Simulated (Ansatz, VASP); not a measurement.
**Au: VASP beside Ansatz**

```xyz
2
Lattice="0.0000 -3.3145 0.0000 -3.3145 0.0000 0.0000 0.0000 0.0000 -3.3145" Properties=species:S:1:pos:R:3 pbc="T T T"
Au   -1.6573   -1.6573   -1.6573
Au    0.0000    0.0000    0.0000
```

Alike in both runs: task single point; functional LDA; k mesh 14 × 14 × 14; occupations gaussian, width 0.15 eV; no spin polarisation.

```csv
,VASP,Ansatz
version,VASP 6.6.1,Ansatz 0.2.0
potentials or method,"VASP PAW LDA potentials, release 64 (Au), cutoff 520 eV","scalar-relativistic, plane waves, PAW"
valence electrons in the cell,22,38
```

```tsv
	VASP	Ansatz	Ansatz less VASP
gap on the k mesh at the Fermi level (eV)	none	none	-
pressure (GPa)	-13.1	-13.4	-0.37
```

LDA's correlation is that of Perdew and Zunger in VASP and of Perdew and Wang (1992) in Ansatz. A gap of «none» marks a metal or a gap that the smearing closes. VASP's potentials hold 22 valence electrons a cell and Ansatz's 38, so a difference there can come from the potentials and not from the codes.

Neither program's run includes spin-orbit coupling.
